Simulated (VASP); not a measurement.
**PbF2: single point with r2SCAN**

The system is PbF2.

```
Pb F
1.0
    -0.01480    2.96044    2.96044
     2.96044   -0.01480    2.96044
     2.94564    2.94564    0.00000
Pb F
1 2
Cartesian
  0.0000 0.0000 0.0000
  1.4728 1.4728 1.4865
  4.4185 4.4185 4.4343
```

This cell differs from its parent crystal: shear xy strain -1.0%.

```yaml
Program: VASP 6.6.1
Task: single point
Functional: r2SCAN
Potentials_or_basis: VASP PAW PBE potentials, release 64 (Pb_d, F)
Cutoff: 520 eV
k_mesh: 8 × 8 × 8
Occupations: gaussian, width 0.01 eV
Spin: no spin polarisation
Dipole_correction: no
Further_INCAR_settings: ALGO = Normal; EDIFF = 1e-06; NBANDS = 21
```

| Item | Value |
| --- | --- |
| Pressure | -0.1 GPa |
| Band gap on the k mesh | 4.93 eV, indirect (least direct gap 5.08 eV) |

Stress tensor (GPa, compression positive):
```
-0.06  0.24  0.00
 0.24 -0.06  0.00
 0.00  0.00 -0.06
```

Levels at points of the mesh, in eV from the valence-band top:
| k point | band 11 | band 12 | band 13 | band 14 | band 15 | band 16 | band 17 | band 18 |
| --- | --- | --- | --- | --- | --- | --- | --- | --- |
| (0.00, 0.00, 0.00) | -2.66 | -2.17 | -2.16 | -2.15 | 7.25 | 7.30 | 7.36 | 10.69 |
| (0.50, 0.00, 0.00) | -2.85 | -2.34 | -2.33 | -0.06 | 5.36 | 8.25 | 8.28 | 13.46 |
| (0.50, 0.50, 0.00) | -1.75 | -1.75 | -1.74 | -0.14 | 4.93 | 8.42 | 8.51 | 9.07 |
| (0.00, 0.00, 0.50) | -2.85 | -2.35 | -2.34 | -0.06 | 5.40 | 8.22 | 8.25 | 13.44 |
| (0.50, 0.00, 0.50) | -1.75 | -1.75 | -1.75 | -0.14 | 4.93 | 8.46 | 8.46 | 9.07 |

It took 3.6 min on 1 thread of Intel(R) Xeon(R) Platinum 8488C (Sapphire Rapids), on a shared host, peak memory 0.24 GiB.

Caveat: the cell differs from its parent crystal (shear xy strain -1.0%); the PAW data sets were made with another functional, which shifts forces and pressure a little; spin-orbit coupling is left out, which moves the levels of the heavy elements. A k mesh can miss the band edges.
